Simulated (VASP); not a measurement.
Write the native input for VASP 6.6.1 that does the following.

```yaml
Task: single point
Functional: PBE
Potentials_or_basis: VASP PAW PBE potentials, release 64 (Mo_sv, S)
Cutoff: 520 eV
k_mesh: 12 × 12 × 2
Occupations: gaussian, width 0.02 eV
Spin: no spin polarisation
Dipole_correction: no
Further_INCAR_settings: ALGO = Normal; EDIFF = 1e-06; NBANDS = 35
```

The structure of MoS2 lies in POSCAR:

```
MoS2
1.0
    3.1850687701      0.0000000029      0.0000000000
   -1.5925343876      2.7583504663      0.0000000000
    0.0000000000      0.0000000000     14.8080039946
Mo S
2 4
Direct
    0.6666666667      0.3333333333      0.2500000000
    0.3333333333      0.6666666667      0.7500000000
    0.6666666667      0.3333333333      0.6444804197
    0.3333333333      0.6666666667      0.3555195803
    0.6666666667      0.3333333333      0.8555195803
    0.3333333333      0.6666666667      0.1444804197
```

One way to write it, as run:

INCAR

```
SYSTEM = MoS2
  PREC = Accurate
  ENCUT = 520
  EDIFF = 1E-6
  ISMEAR = 0
  SIGMA = 0.02
  LREAL = .False.
  LASPH = .True.
  NELM = 100
  ALGO = Normal
  ISIF = 2
  LWAVE = .False.
  LCHARG = .True.
  GGA = PE
  LELF = .True.
  LVHAR = .True.
  NBANDS = 35
```

KPOINTS

```
Automatic mesh
0
Gamma
  12 12 2
  0 0 0
```

Potentials or basis: VASP PAW PBE potentials, release 64 (Mo_sv, S).

The run is started by

```sh
$ cat potpaw_PBE.64/Mo_sv/POTCAR potpaw_PBE.64/S/POTCAR > POTCAR
$ mpirun -np 1 vasp_std > vasp.out
```

Results of the run:

| Quantity | Value |
| --- | --- |
| Pressure | -0.1 GPa |
| Largest force | 0.010 eV/Å |
| Band gap on the k mesh | 1.46 eV, indirect (least direct gap 1.67 eV) |

Caveat: this functional lacks dispersion, which binds the layers, so the pressure and a relaxed spacing across them are unreliable.

Run time: 2.2 min on 1 thread of Intel(R) Xeon(R) Platinum 8259CL CPU @ 2.50GHz (Skylake/Cascade Lake) (shared host), peak memory 0.31 GiB.
